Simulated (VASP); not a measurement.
Runs of VASP 6.6.1 on HfSiO4. The structure is that of space group I4_1/amd (No. 141), or close to it. The cells are those of the table. 

| cell | k mesh | smearing | gap on the mesh (eV) | pressure (GPa) | largest force (eV/Å) |
| --- | --- | --- | --- | --- | --- |
| a = 5.579 Å, angles 106.9, 106.9, 114.8°, 12 atoms | 6 × 6 × 6 | gaussian 0.01 eV | 5.27 | -1.6 | 0.18 |
| a = 5.578 Å, angles 106.9, 106.9, 114.7°, 12 atoms | 4 × 4 × 4 | gaussian 0.1 eV | 5.27 | -1.6 | 0.18 |
| a = 5.522 Å, angles 107.0, 107.0, 114.6°, 12 atoms | 4 × 4 × 4 | gaussian 0.1 eV | 5.41 | (a) | 0.53 |
| a = 5.579 Å, angles 106.9, 106.9, 114.8°, 12 atoms | 6 × 6 × 6 | gaussian 0.02 eV | 5.27 | -1.6 | 0.19 |
| a = 5.579 Å, angles 106.9, 106.9, 114.8°, 12 atoms | 4 × 4 × 4 | gaussian 0.1 eV | 5.27 | -1.6 | 0.19 |

Alike in all rows: task single point; level PBE; potentials or basis VASP PAW PBE potentials, release 64 (Hf_pv, Si, O); no spin polarisation; cutoff (eV) 520.

Task: Fill in the values left out.

Result: (a) 5.8.

Caveats: spin-orbit coupling is left out, which moves the levels of the heavy elements; the cell stands under pressure (at least some runs).

A k mesh can miss the band edges, and the runs leave out spin-orbit coupling on Hf.
